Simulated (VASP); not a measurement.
# Al (Fm-3m) in VASP: a series of runs, part 3 of 3

VASP 6.6.1. The steps go on from the part before.

## (5) Relaxation of cell and atoms, PBEsol

This run uses another cell than the first one, of 16.60 Å³/atom, 1.028 times its volume.

Contents of INCAR:

```
SYSTEM = Al
  PREC = Accurate
  ENCUT = 600
  EDIFF = 1E-7
  ISMEAR = -1
  SIGMA = 0.08
  LREAL = .FALSE.
  LASPH = .TRUE.
  NELM = 80
  ALGO = Normal
  ISIF = 3
  LWAVE = .FALSE.
  LCHARG = .FALSE.
  GGA = PS
  IBRION = 2
  NSW = 100
  EDIFFG = -0.05
```

Contents of KPOINTS:

```
regular mesh
0
G
  14 14 14
  0 0 0
```

Contents of POSCAR:

```
Al
1.0
    0.0000000000      2.0248050000      2.0248050000
    2.0248050000      0.0000000000      2.0248050000
    2.0248050000      2.0248050000      0.0000000000
Al
1
Direct
    0.0000000000      0.0000000000      0.0000000000
```

Potentials or basis: VASP PAW PBE potentials, release 64 (Al).

Started as:

```sh
> cat potpaw_PBE.64/Al/POTCAR > POTCAR
> mpirun -np 1 vasp_std > vasp.out
```

OUTCAR:

```text
SYSTEM = Al
   PREC = Accurate
   ENCUT = 600
   EDIFF = 1E-7
   ISMEAR = -1
   LREAL = .FALSE.
   LASPH = .TRUE.
   NELM = 80
   ISIF = 3
   GGA = PS
   IBRION = 2
   NSW = 100
   EDIFFG = -0.05

 ion  position               nearest neighbor table
   1  0.000  0.000  0.000-

  LATTYP: Found a face centered cubic cell.
 ALAT       =     4.0496100000

  Lattice vectors:

 A1 = (   0.0000000000,   2.0248050000,   2.0248050000)
 A2 = (   2.0248050000,   0.0000000000,   2.0248050000)
 A3 = (   2.0248050000,   2.0248050000,   0.0000000000)

Analysis of symmetry for initial positions (statically):
=====================================================================
 Subroutine PRICEL returns:
 Original cell was already a primitive cell.

 Routine SETGRP: Setting up the symmetry group for a
 face centered cubic supercell.

 Subroutine GETGRP returns: Found 48 space group operations
 (whereof 48 operations were pure point group operations)
 out of a pool of 48 trial point group operations.

The static configuration has the point symmetry O_h .

Analysis of symmetry for dynamics (positions and initial velocities):
=====================================================================
 Subroutine PRICEL returns:
 Original cell was already a primitive cell.

 Routine SETGRP: Setting up the symmetry group for a
 face centered cubic supercell.

 Subroutine GETGRP returns: Found 48 space group operations
 (whereof 48 operations were pure point group operations)
 out of a pool of 48 trial point group operations.

The dynamic configuration has the point symmetry O_h .

[... 158 lines left out ...]
  energy-cutoff  :      600.00
  volume of cell :       16.60
      direct lattice vectors                 reciprocal lattice vectors
     0.000000000  2.024805000  2.024805000    -0.246937359  0.246937359  0.246937359
     2.024805000  0.000000000  2.024805000     0.246937359 -0.246937359  0.246937359
     2.024805000  2.024805000  0.000000000     0.246937359  0.246937359 -0.246937359

 POSITION                                       TOTAL-FORCE (eV/Angst)
 -----------------------------------------------------------------------------------
      0.00000      0.00000      0.00000        -0.000000     -0.000000      0.000000
 -----------------------------------------------------------------------------------
    total drift:                               -0.000000     -0.000000      0.000000

  FREE ENERGIE OF THE ION-ELECTRON SYSTEM (eV)
  ---------------------------------------------------
  free  energy   TOTEN  =        -4.0871244503 eV

  energy  without entropy=       -4.0766571598  energy(sigma->0) =       -4.08189081

--------------------------------------- Ionic step        2  -------------------------------------------

 number of electron       3.0000000 magnetization

 Free energy of the ion-electron system (eV)
  ---------------------------------------------------
  ext. energy  EPLUGINS =         0.00000000
  ---------------------------------------------------
  free energy    TOTEN  =        -4.08998939 eV

  energy without entropy =       -4.08010009  energy(sigma->0) =       -4.08504474

 E-fermi :   8.1879     XC(G=0): -10.3489

 val. band max:        8.1545702448   @ k =  -0.3571   0.4286   0.2143
 cond. band min:       8.2189686603   @ k =   0.5000   0.2857   0.0000
 fundamental gap:      0.0643984154
 Fermi energy:         8.1879100546

 k-point     1 :       0.0000    0.0000    0.0000
  band No.  band energies     occupation
      1      -3.0911      2.00000
      2      20.9469      0.00000
      3      20.9469      0.00000
      4      20.9469      0.00000
      5      22.6296      0.00000
[... 177 lines left out ...]
 k-point    24 :       0.2857    0.1429    0.0000
  band No.  band energies     occupation
      1      -1.0381      2.00000
      2      12.5489      0.00000
      3      16.7787      0.00000
      4      18.2661      0.00000
      5      18.7952      0.00000

 [... further k-points ...]
[... 5 lines left out ...]
  --------------------------------------------------------------------------------------
  -------------------------------------------------------------------------------------
  Total        0.0359480      0.0359480      0.0359480      0.0000000      0.0000000     -0.0000000
  in kB        3.5792745      3.5792745      3.5792745      0.0000000      0.0000000     -0.0000000
  external PRESSURE =       3.5792745 kB  Pullay stress =       0.0000000 kB

 VOLUME and BASIS-vectors are now :
 -----------------------------------------------------------------------------
  energy-cutoff  :      600.00
  volume of cell :       16.09
      direct lattice vectors                 reciprocal lattice vectors
    -0.000000000  2.003794921  2.003794921    -0.249526533  0.249526533  0.249526533
     2.003794921 -0.000000000  2.003794921     0.249526533 -0.249526533  0.249526533
     2.003794921  2.003794921 -0.000000000     0.249526533  0.249526533 -0.249526533

 POSITION                                       TOTAL-FORCE (eV/Angst)
 -----------------------------------------------------------------------------------
      4.00759      2.00379      2.00379         0.000000      0.000000     -0.000000
 -----------------------------------------------------------------------------------
    total drift:                               -0.000000     -0.000000     -0.000000

  FREE ENERGIE OF THE ION-ELECTRON SYSTEM (eV)
  ---------------------------------------------------
  free  energy   TOTEN  =        -4.0899893886 eV

  energy  without entropy=       -4.0801000916  energy(sigma->0) =       -4.08504474

 reached required accuracy - stopping structural energy minimisation
```

OSZICAR:

```text
N       E                     dE             d eps       ncg     rms          rms(c)
DAV:   1    -0.147478298831E+01   -0.14748E+01   -0.92357E+02  1055   0.374E+02
DAV:   2    -0.409113842937E+01   -0.26164E+01   -0.24452E+01  1310   0.325E+01
DAV:   3    -0.411571852405E+01   -0.24580E-01   -0.24466E-01  1360   0.396E+00
DAV:   4    -0.411580761748E+01   -0.89093E-04   -0.89091E-04  1395   0.247E-01
DAV:   5    -0.411580815120E+01   -0.53372E-06   -0.53357E-06  1395   0.153E-02    0.138E+00
DAV:   6    -0.409868073842E+01    0.17127E-01   -0.23093E-03  1275   0.320E-01    0.787E-01
DAV:   7    -0.408713991136E+01    0.11541E-01   -0.62903E-03  1230   0.511E-01    0.165E-01
DAV:   8    -0.408712555554E+01    0.14356E-04   -0.31785E-05  1320   0.589E-02    0.679E-03
DAV:   9    -0.408712478847E+01    0.76707E-06   -0.56816E-07  1390   0.531E-03    0.156E-03
DAV:  10    -0.408712448758E+01    0.30089E-06   -0.50223E-09  1005   0.721E-04    0.125E-03
DAV:  11    -0.408712445029E+01    0.37295E-07   -0.36461E-10   675   0.179E-04
   1 F= -.40871245E+01 E0= -.40818908E+01  d E =-.408712E+01
       N       E                     dE             d eps       ncg     rms          rms(c)
DAV:   1    -0.409039832043E+01   -0.32738E-02   -0.48622E-02  1325   0.142E+00    0.194E-01
DAV:   2    -0.409015700967E+01    0.24131E-03   -0.32200E-04  1115   0.154E-01    0.685E-02
DAV:   3    -0.409000144095E+01    0.15557E-03   -0.58474E-05  1320   0.464E-02    0.249E-02
DAV:   4    -0.408998934316E+01    0.12098E-04   -0.67466E-06  1340   0.156E-02    0.151E-02
DAV:   5    -0.408998938864E+01   -0.45478E-07   -0.55196E-08   850   0.245E-03
   2 F= -.40899894E+01 E0= -.40850447E+01  d E =-.286494E-02
```

Wall time 7.8 s (1 thread of Intel Xeon 6975P-C, shared host); peak memory 0.14 GiB.

What came out:

```
Free energy                            : -4.0900 eV
Relaxed volume                         : 16.09 Å³/atom
Relaxed cell                           : a = 2.834 Å, b = 2.834 Å, c = 2.834 Å, α = 60.00°, β = 60.00°, γ = 60.00°
Space group after relaxing (to 0.05 Å) : Fm-3m (No. 225)
Energy gained by relaxing              : 2.9 meV/atom
Ionic steps                            : 2
Pressure after relaxing                : 0.4 GPa
```

The path:
```
step  energy change (eV)  largest force (eV/Å)  pressure (GPa)  volume (Å³)
   1              0.0000                0.0000           -2.08        16.60
   2             -0.0029                0.0000            0.36        16.09
```

Final structure:
```yaml
crystal:
  lattice:
    - [0.00000, 2.00379, 2.00379]
    - [2.00379, 0.00000, 2.00379]
    - [2.00379, 2.00379, 0.00000]
  atoms:
    - { symbol: Al, position: [0.00000, 0.00000, 0.00000] }
```

Caveat: the PAW data sets were made with another functional, which shifts forces and pressure a little.

## (6) Summary

| task | cell | cutoff (eV) | gap on the mesh (eV) | pressure (GPa) |
| --- | --- | --- | --- | --- |
| single point | a = 2.838 Å, angles 60.0°, 1 atom | 520 | none | 0.0 |
| single point | a = 2.837 Å, angles 60.0°, 1 atom | 520 | none | 0.1 |
| relaxation of cell and atoms | relaxed from a = 2.864 Å, angles 60.0°, 1 atom | 600 | none | 0.4 |

Alike in all rows: level PBEsol; potentials or basis VASP PAW PBE potentials, release 64 (Al); no spin polarisation; k mesh 14 × 14 × 14; smearing fermi-dirac 0.08 eV.

Caveats: the PAW data sets were made with another functional, which shifts forces and pressure a little.

Absolute energies hang on the potentials; compare differences alone.
